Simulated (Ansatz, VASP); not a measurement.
## Two plane-wave programs on In

```xyz
1
Lattice="-1.6482 1.6973 2.5250 1.6973 -1.6482 2.5250 1.6044 1.6044 -2.4927" Properties=species:S:1:pos:R:3 pbc="T T T"
In    0.0000    0.0000    0.0000
```

Alike in both runs: task single point; functional PBE; k mesh 9 × 9 × 11; occupations fermi-dirac, width 0.1 eV; no spin polarisation.

|  | VASP | Ansatz |
| --- | --- | --- |
| version | VASP 6.6.1 | Ansatz 0.2.0 |
| potentials or method | VASP PAW PBE potentials, release 64 (In_d), cutoff 520 eV | plane waves (420 eV) with PAW, scalar-relativistic |
| valence electrons in the cell | 13 | 13 |

```tsv
	VASP	Ansatz	Ansatz less VASP
pressure (GPa)	0.1	0.1	+0.04
traceless stress, the component that is largest in VASP (GPa)	-0.52	-0.52	+0.001
```
